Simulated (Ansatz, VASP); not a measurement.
## InGa2As3 in VASP and in Ansatz

```
In Ga As
1.0
     6.23913   -3.60887    0.00000
     6.23913    3.60887    0.00000
     0.00000    0.00000    6.83452
In Ga As
2 4 6
Direct
  0.17129 0.82871 0.49953
  0.82871 0.17129 0.99953
  0.49439 0.16689 0.50040
  0.83311 0.50561 0.50040
  0.50561 0.83311 0.00040
  0.16689 0.49439 0.00040
  0.51918 0.83365 0.36675
  0.81407 0.18593 0.39117
  0.16635 0.48082 0.36675
  0.48082 0.16635 0.86675
  0.83365 0.51918 0.86675
  0.18593 0.81407 0.89117
```

Alike in both runs: functional PBE; k mesh 3 × 3 × 3; occupations gaussian, width 0.2 eV; no spin polarisation.

Ansatz relaxed the structure, and its values are those at the end. VASP's run is a single point on that final structure, the one shown.

|  | VASP | Ansatz |
| --- | --- | --- |
| version | VASP 6.6.1 | Ansatz 0.2.0 |
| potentials or method | VASP PAW PBE potentials, release 64 (In_d, Ga_d, As), cutoff 520 eV | scalar-relativistic, plane waves, PAW |
| valence electrons in the cell | 108 | 168 |

Ansatz gave:

- gap on the k mesh at the Fermi level (eV): none
- pressure (GPa): -0.2
- rms of the force components (eV/Å): 0.024

Estimate VASP's values.

gap on the k mesh at the Fermi level (eV): none; pressure (GPa): -0.1; rms of the force components (eV/Å): 0.026.

A gap of «none» marks a metal or a gap that the smearing closes. VASP's potentials hold 108 valence electrons a cell and Ansatz's 168, so a difference there can come from the potentials and not from the codes.
